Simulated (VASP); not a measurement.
# TlCl (Pm-3m) in VASP: further runs

Runs on TlCl. Level: PBE. Tasks: single point, relaxation of cell and atoms.

Program: VASP 6.6.1. These are calculated values, not measurements. Logs are shortened: lines on timing, memory, paths and dates and some standing lists are left out, and cuts for length are marked.

## (1) The cell of the first run

The structure is cubic, space group Pm-3m (No. 221). The conventional cell has a = 3.900 Å, b = 3.900 Å, c = 3.900 Å, α = 90.00°, β = 90.00°, γ = 90.00°. Tl (site symmetry m-3m) has 8 Cl at 3.38 Å and 6 Tl at 3.90 Å within 4.4 Å. Cl (site symmetry m-3m) has 8 Tl at 3.38 Å and 6 Cl at 3.90 Å within 4.4 Å.

## (2) Single point, PBE

Input file INCAR:

```
PREC = Accurate ; ENCUT = 500
EDIFF = 1E-6 ; ISMEAR = -1
SIGMA = 0.02 ; LREAL = F
LASPH = T ; NELM = 120
ALGO = Normal ; ISIF = 2
LWAVE = F ; LCHARG = F
GGA = PE ; NBANDS = 17
GGA_COMPAT = F
```

Input file KPOINTS:

```
regular mesh
0
Gamma
  8 8 8
```

Input file POSCAR:

```
TlCl
1.0
    3.8998656106      0.0000000000      0.0000000000
    0.0000000000      3.8998656106      0.0000000000
    0.0000000000      0.0000000000      3.8998656106
Tl Cl
1 1
Direct
    0.0000000000      0.0000000000      0.0000000000
    0.5000000000      0.5000000000      0.5000000000
```

Potentials or basis: VASP PAW PBE potentials, release 64 (Tl_d, Cl).

Started as:

```
$ cat potpaw_PBE.64/Tl_d/POTCAR potpaw_PBE.64/Cl/POTCAR > POTCAR
$ mpirun -np 1 vasp_std > vasp.out
```

OUTCAR:

```text
PREC = Accurate
   ENCUT = 500
   EDIFF = 1E-6
   ISMEAR = -1
   LREAL = F
   LASPH = T
   NELM = 120
   ISIF = 2
   GGA = PE

 ion  position               nearest neighbor table
   1  0.000  0.000  0.000-   2 3.38   2 3.38   2 3.38   2 3.38   2 3.38   2 3.38   2 3.38   2 3.38

   2  0.500  0.500  0.500-   1 3.38   1 3.38   1 3.38   1 3.38   1 3.38   1 3.38   1 3.38   1 3.38

  LATTYP: Found a simple cubic cell.
 ALAT       =     3.8998656106

  Lattice vectors:

 A1 = (   3.8998656106,   0.0000000000,   0.0000000000)
 A2 = (   0.0000000000,   3.8998656106,   0.0000000000)
 A3 = (   0.0000000000,   0.0000000000,   3.8998656106)

Analysis of symmetry for initial positions (statically):
=====================================================================
 Subroutine PRICEL returns:
 Original cell was already a primitive cell.

 Routine SETGRP: Setting up the symmetry group for a
 simple cubic supercell.

 Subroutine GETGRP returns: Found 48 space group operations
 (whereof 48 operations were pure point group operations)
 out of a pool of 48 trial point group operations.

The static configuration has the point symmetry O_h .

Analysis of symmetry for dynamics (positions and initial velocities):
=====================================================================
 Subroutine PRICEL returns:
 Original cell was already a primitive cell.

 Routine SETGRP: Setting up the symmetry group for a
 simple cubic supercell.

 Subroutine GETGRP returns: Found 48 space group operations
 (whereof 48 operations were pure point group operations)
 out of a pool of 48 trial point group operations.

The dynamic configuration has the point symmetry O_h .

 Subroutine INISYM returns: Found 48 space group operations
 (whereof 48 operations are pure point group operations),
 and found     1 'primitive' translations

----------------------------------------------------------------------------------------

                                     Primitive cell

  volume of cell :      59.3129

  direct lattice vectors                    reciprocal lattice vectors
     3.899865611  0.000000000  0.000000000     0.256419092  0.000000000  0.000000000
     0.000000000  3.899865611  0.000000000     0.000000000  0.256419092  0.000000000
     0.000000000  0.000000000  3.899865611     0.000000000  0.000000000  0.256419092

  length of vectors
     3.899865611  3.899865611  3.899865611     0.256419092  0.256419092  0.256419092

  position of ions in fractional coordinates (direct lattice)
     0.000000000  0.000000000  0.000000000
     0.500000000  0.500000000  0.500000000

  ion indices of the primitive-cell ions
   primitive index   ion index
                 1           1
                 2           2

----------------------------------------------------------------------------------------

 KPOINTS: regular mesh

Automatic generation of k-mesh.
 Grid dimensions read from file:
 generate k-points for:    8    8    8

 Generating k-lattice:

  Cartesian coordinates                     Fractional coordinates (reciprocal lattice)
     0.032052387  0.000000000  0.000000000     0.125000000  0.000000000  0.000000000
     0.000000000  0.032052387  0.000000000     0.000000000  0.125000000  0.000000000
     0.000000000  0.000000000  0.032052387     0.000000000  0.000000000  0.125000000

  Length of vectors
     0.032052387  0.032052387  0.032052387

  Shift w.r.t. Gamma in fractional coordinates (k-lattice)
     0.000000000  0.000000000  0.000000000

 Subroutine IBZKPT returns following result:
 ===========================================

 Found     35 irreducible k-points:

 Following reciprocal coordinates:
            Coordinates               Weight
  0.000000  0.000000  0.000000      1.000000
  0.125000  0.000000  0.000000      6.000000
  0.250000  0.000000  0.000000      6.000000
  0.375000  0.000000  0.000000      6.000000
  0.500000  0.000000  0.000000      3.000000
  0.125000  0.125000  0.000000     12.000000
[... 16 lines left out ...]
  0.375000  0.375000  0.125000     24.000000
  0.500000  0.375000  0.125000     24.000000
 [... further k-points ...]
   k-points           NKPTS =     35   k-points in BZ     NKDIM =     35   number of bands    NBANDS=     17
   number of dos      NEDOS =    301   number of ions     NIONS =      2
   total plane-waves  NPLWV =  21952
   dimension x,y,z NGX =    28 NGY =   28 NGZ =   28
   dimension x,y,z NGXF=    56 NGYF=   56 NGZF=   56
   ions per type =               1   1
   NGX,Y,Z   is equivalent  to a cutoff of  11.94, 11.94, 11.94 a.u.
   NGXF,Y,Z  is equivalent  to a cutoff of  23.87, 23.87, 23.87 a.u.
 SYSTEM =  unknown system
   PREC   = accura    normal or accurate (medium, high low for compatibility)
   ISTART =      0    job   : 0-new  1-cont  2-samecut
   ICHARG =      2    charge: 1-file 2-atom 10-const
   ISPIN  =      1    spin polarized calculation?
   LNONCOLLINEAR =      F non collinear calculations
   LSORBIT =      F    spin-orbit coupling
   LASPH  =      T    aspherical Exc in radial PAW
   ENCUT  =  500.0 eV  36.75 Ry    6.06 a.u.   7.11  7.11  7.11*2*pi/ulx,y,z
   NELM   =    120;   NELMIN=  2; NELMDL= -5     # of ELM steps
   EDIFF  = 0.1E-05   stopping-criterion for ELM
   LREAL  =      F    real-space projection
   EDIFFG = 0.1E-04   stopping-criterion for IOM
   NSW    =      0    number of steps for IOM
   IBRION =     -1    ionic relax: 0-MD 1-quasi-New 2-CG
   NFREE  =      0    steps in history (QN), initial steepest desc. (CG)
   ISIF   =      2    stress and relaxation
   ISYM   =      2    0-nonsym 1-usesym 2-fastsym
   POTIM  = 0.5000    time-step for ionic-motion
   TEBEG  =    0.0;   TEEND  =   0.0 temperature during run
   PSTRESS=    0.0 pullay stress
   NELECT =      20.0000    total number of electrons
   NUPDOWN=      -1.0000    fix difference up-down
   EMIN   =  10.00;   EMAX   =-10.00  energy-range for DOS
   EFERMI =   0.00;   METHOD = LEGACY
   ISMEAR =    -1;   SIGMA  =   0.02  broadening in eV -4-tet -1-fermi 0-gaus
   EFERMI_NEDOS =   21; number of points for ismear=-14 and -15
   IALGO  =     38    algorithm
   IMIX   =      4    mixing-type and parameters
     AMIX     =   0.40;   BMIX     =  1.00
     AMIX_MAG =   1.60;   BMIX_MAG =  1.00
  volume/ion in A,a.u.               =      29.66       200.13
  Fermi-wavevector in a.u.,A,eV,Ry     =   1.139467  2.153281 17.665609  1.298386
  Thomas-Fermi vector in A             =   2.276171
   LORBIT       =      0    0 simple, 1 ext, 2 COOP (PROOUT), +10 PAW based schemes
   GGA     = PE    functional components
   LHFCALC =     F    Hartree Fock is set to
   AEXX    =    0.0000 exact exchange contribution
   IVDW    =     0    specifies the selected vdW correction
   LEPSILON=     F    determine dielectric tensor
   LRPA    =     F    only Hartree local field effects (RPA)
 non-spin polarized calculation
  energy-cutoff  :      500.00
  volume of cell :       59.31
 maximum number of plane-waves:      1522
   NGX = 15   NGY = 15   NGZ = 15

 number of electron      20.0000001 magnetization

 Free energy of the ion-electron system (eV)
  ---------------------------------------------------
  ext. energy  EPLUGINS =         0.00000000
  ---------------------------------------------------
  free energy    TOTEN  =        -6.01566643 eV

  energy without entropy =       -6.01566643  energy(sigma->0) =       -6.01566643

 E-fermi :   2.5361     XC(G=0):  -8.8912

 val. band max:        2.1588728893   @ k =   0.5000   0.0000   0.0000
 cond. band min:       4.3635692591   @ k =   0.5000   0.0000   0.0000
 fundamental gap:      2.2046963698
 Fermi energy:         2.5361040713

 k-point     1 :       0.0000    0.0000    0.0000
  band No.  band energies     occupation
      1     -11.3153      2.00000
      2      -7.6802      2.00000
      3      -7.6802      2.00000
      4      -7.4684      2.00000
      5      -7.4684      2.00000
      6      -7.4684      2.00000
[... 9 lines left out ...]
     16      14.1674      0.00000
     17      16.3323      0.00000

 k-point     2 :       0.1250    0.0000    0.0000
  band No.  band energies     occupation
      1     -11.2857      2.00000
      2      -7.6785      2.00000
      3      -7.6577      2.00000
      4      -7.4783      2.00000
      5      -7.4783      2.00000
      6      -7.4675      2.00000
[... 9 lines left out ...]
     16      14.9927      0.00000
     17      16.1605      0.00000

 k-point     3 :       0.2500    0.0000    0.0000
  band No.  band energies     occupation
      1     -11.2122      2.00000
      2      -7.6744      2.00000
      3      -7.6043      2.00000
      4      -7.5021      2.00000
      5      -7.5021      2.00000
      6      -7.4653      2.00000
[... 9 lines left out ...]
     16      15.2836      0.00000
     17      16.1973      0.00000

 k-point     4 :       0.3750    0.0000    0.0000
  band No.  band energies     occupation
      1     -11.1357      2.00000
      2      -7.6703      2.00000
      3      -7.5529      2.00000
      4      -7.5256      2.00000
      5      -7.5256      2.00000
      6      -7.4631      2.00000
[... 9 lines left out ...]
     16      14.3593      0.00000
     17      16.3383      0.00000
[... 343 lines left out ...]
      1     -11.0386      2.00000
      2      -7.5977      2.00000
      3      -7.5515      2.00000
      4      -7.5029      2.00000
      5      -7.5027      2.00000
      6      -7.4786      2.00000
[... 9 lines left out ...]
     16      14.0071      0.00000
     17      16.1291      0.00000

 k-point    23 :       0.3750    0.3750    0.1250
  band No.  band energies     occupation
      1     -11.0196      2.00000
      2      -7.5814      2.00000
      3      -7.5399      2.00000
      4      -7.5250      2.00000
      5      -7.4984      2.00000
      6      -7.4561      2.00000
[... 9 lines left out ...]
     16      13.8394      0.00000
     17      15.3491      0.00000

 k-point    24 :       0.5000    0.3750    0.1250
  band No.  band energies     occupation
      1     -11.0021      2.00000
      2      -7.5757      2.00000
      3      -7.5429      2.00000
      4      -7.5239      2.00000
      5      -7.5035      2.00000
      6      -7.4348      2.00000
[... 9 lines left out ...]
     16      13.7315      0.00000
     17      15.6828      0.00000

 [... further k-points ...]

------------------------ aborting loop because EDIFF is reached ----------------------------------------

  FORCE on cell =-STRESS in cart. coord.  units (eV):
  Direction    XX          YY          ZZ          XY          YZ          ZX
  --------------------------------------------------------------------------------------
  -------------------------------------------------------------------------------------
  Total       -0.0220175     -0.0220175     -0.0220175     -0.0000000      0.0000000      0.0000000
  in kB       -0.5947441     -0.5947441     -0.5947441     -0.0000000      0.0000000      0.0000000
  external PRESSURE =      -0.5947441 kB  Pullay stress =       0.0000000 kB

 VOLUME and BASIS-vectors are now :
 -----------------------------------------------------------------------------
  energy-cutoff  :      500.00
  volume of cell :       59.31
      direct lattice vectors                 reciprocal lattice vectors
     3.899865611  0.000000000  0.000000000     0.256419092  0.000000000  0.000000000
     0.000000000  3.899865611  0.000000000     0.000000000  0.256419092  0.000000000
     0.000000000  0.000000000  3.899865611     0.000000000  0.000000000  0.256419092

 POSITION                                       TOTAL-FORCE (eV/Angst)
 -----------------------------------------------------------------------------------
      0.00000      0.00000      0.00000         0.000000      0.000000      0.000000
      1.94993      1.94993      1.94993         0.000000      0.000000      0.000000
 -----------------------------------------------------------------------------------
    total drift:                               -0.000000      0.000000      0.000000

  FREE ENERGIE OF THE ION-ELECTRON SYSTEM (eV)
  ---------------------------------------------------
  free  energy   TOTEN  =        -6.0156664257 eV

  energy  without entropy=       -6.0156664257  energy(sigma->0) =       -6.01566643
```

Wall time 12 s (1 thread of Intel Xeon 6975P-C (Granite Rapids), shared host); peak memory 0.17 GiB.

What came out:

```yaml
Free_energy: -6.0157 eV
Pressure: -0.1 GPa
Band_gap_on_the_k_mesh: 2.20 eV, direct
```

Caveat: spin-orbit coupling is left out, which moves the levels of the heavy elements. A k mesh can miss the band edges.

[end of part 1 of 2]
